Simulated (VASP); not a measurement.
**Ti: single point with r2SCAN**

Crystal: Ti.

```
Ti
1.0
    -1.70042    1.70042    1.70042
     1.70042   -1.70042    1.70042
     1.70042    1.70042   -1.70042
Ti
1
Direct
  0.00000 0.00000 0.00000
```

This cell differs from its parent crystal: functional r2SCAN, strained.

- Program: VASP 6.6.1
- Task: single point
- Functional: r2SCAN
- Potentials or basis: VASP PAW PBE potentials, release 64 (Ti_sv)
- Cutoff: 520 eV
- k mesh: 18 × 18 × 18
- Occupations: gaussian, width 0.1 eV
- Spin: no spin polarisation

- Pressure: -11.6 GPa
- Band gap on the k mesh: zero (band 6 reaches 7.88 eV, above the bottom of band 7 at 6.25 eV)

Levels at points of the mesh, in eV from the Fermi level:
| k point | band 3 | band 4 | band 5 | band 6 | band 7 | band 8 | band 9 | band 10 |
| --- | --- | --- | --- | --- | --- | --- | --- | --- |
| (0.00, 0.00, 0.00) | -34.12 | -34.12 | -6.06 | 1.01 | 1.01 | 1.01 | 2.53 | 2.53 |
| (0.50, 0.00, 0.00) | -34.27 | -34.12 | -2.29 | -0.23 | 0.64 | 2.51 | 2.81 | 3.82 |
| (0.50, 0.50, 0.50) | -34.44 | -34.44 | -1.86 | -1.86 | 3.52 | 3.52 | 3.52 | 7.77 |

Wall time 110 s on 1 thread of Intel(R) Xeon(R) Platinum 8375C CPU @ 2.90GHz (Ice Lake), on a shared host, peak memory 0.17 GiB.

Caveat: the cell differs from its parent crystal (functional r2SCAN, strained); the PAW data sets were made with another functional, which shifts forces and pressure a little.
